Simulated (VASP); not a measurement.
Input of a VASP 6.6.1 run:

Contents of INCAR:

```
SYSTEM = KH4
PREC = Accurate ; ENCUT = 520
EDIFF = 1E-7 ; ISMEAR = 0
SIGMA = 0.1 ; LREAL = .FALSE.
LASPH = .TRUE. ; NELM = 60
ALGO = Normal ; ISIF = 2
LWAVE = .FALSE. ; LCHARG = .FALSE.
GGA = PE ; NBANDS = 14
```

KPOINTS

```
Automatic mesh
0
G
  4 4 4
  0 0 0
```

POSCAR

```
KH4
1.0
    4.1110568100      0.0000000000      0.0000000000
    0.0000000000      4.1110568100      0.0000000000
    0.0000000000      0.0000000000      4.1110568100
K H
1 4
Direct
    0.0000000000      0.0000000000      0.0000000000
    0.5000000000      0.0000000000      0.0000000000
    0.0000000000      0.5000000000      0.0000000000
    0.0000000000      0.0000000000      0.5000000000
    0.5000000000      0.5000000000      0.5000000000
```

Potentials or basis: VASP PAW PBE potentials, release 64 (K_sv, H).

The run is started by

```bash
$ cat potpaw_PBE.64/K_sv/POTCAR potpaw_PBE.64/H/POTCAR > POTCAR
$ mpirun -np 1 vasp_std > vasp.out
```

Predict the pressure.

4.1 GPa.

Caveat: the k points lie up to 0.38 Å⁻¹ apart.
